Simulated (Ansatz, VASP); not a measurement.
Co in VASP and in Ansatz

```
Co
1.0
    -1.40232    1.40232    1.40232
     1.40232   -1.40232    1.40232
     1.40232    1.40232   -1.40232
Co
1
Direct
  0.00000 0.00000 0.00000
```

Alike in both runs: task single point; functional PBE; k mesh 24 × 24 × 24; occupations gaussian, width 0.15 eV; collinear spin.

|  | VASP | Ansatz |
| --- | --- | --- |
| version | VASP 6.6.1 | Ansatz 0.2.0 |
| potentials or method | VASP PAW PBE potentials, release 64 (Co), cutoff 520 eV | scalar-relativistic, plane waves, PAW |
| valence electrons in the cell | 9 | 17 |

Ansatz gave:

```
gap on the k mesh at the Fermi level (eV)                     : none
pressure (GPa)                                                : 1.3
net moment per atom (μB)                                      : 1.75
size of the moment on the site where the two differ most (μB) : 1.82
```

Task: Estimate VASP's values.

Result: gap on the k mesh at the Fermi level (eV): none; pressure (GPa): 0.4; net moment per atom (μB): 1.74; size of the moment on the site where the two differ most (μB): 1.76.

Site moments also hang on the region over which each program counts them. A gap of «none» marks a metal or a gap that the smearing closes. VASP's potentials hold 9 valence electrons a cell and Ansatz's 17, so a difference there can come from the potentials and not from the codes.
